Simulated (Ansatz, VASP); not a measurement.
SiC in VASP and in Ansatz

```
Si C
1.0
     0.00000    1.98943    1.98943
     1.98943    0.00000    1.98943
     1.98943    1.98943    0.00000
Si C
1 1
Direct
  0.00000 0.00000 0.00000
  0.25000 0.25000 0.25000
```

Alike in both runs: task single point; functional PBE; k mesh 10 × 10 × 10; no spin polarisation.

```csv
,VASP,Ansatz
version,VASP 6.6.1,Ansatz 0.2.0
potentials or method,"VASP PAW PBE potentials, release 64 (Si, C), cutoff 600 eV","scalar-relativistic, plane waves, PAW"
occupations,"gaussian, width 0.01 eV",fixed
valence electrons in the cell,8,8
```

Ansatz gave:

```
gap on the k mesh at the Fermi level (eV) : 1.06
least direct gap on the mesh (eV)         : 4.76
```

Q: Estimate VASP's values.

A: gap on the k mesh at the Fermi level (eV): 1.06; least direct gap on the mesh (eV): 4.75.
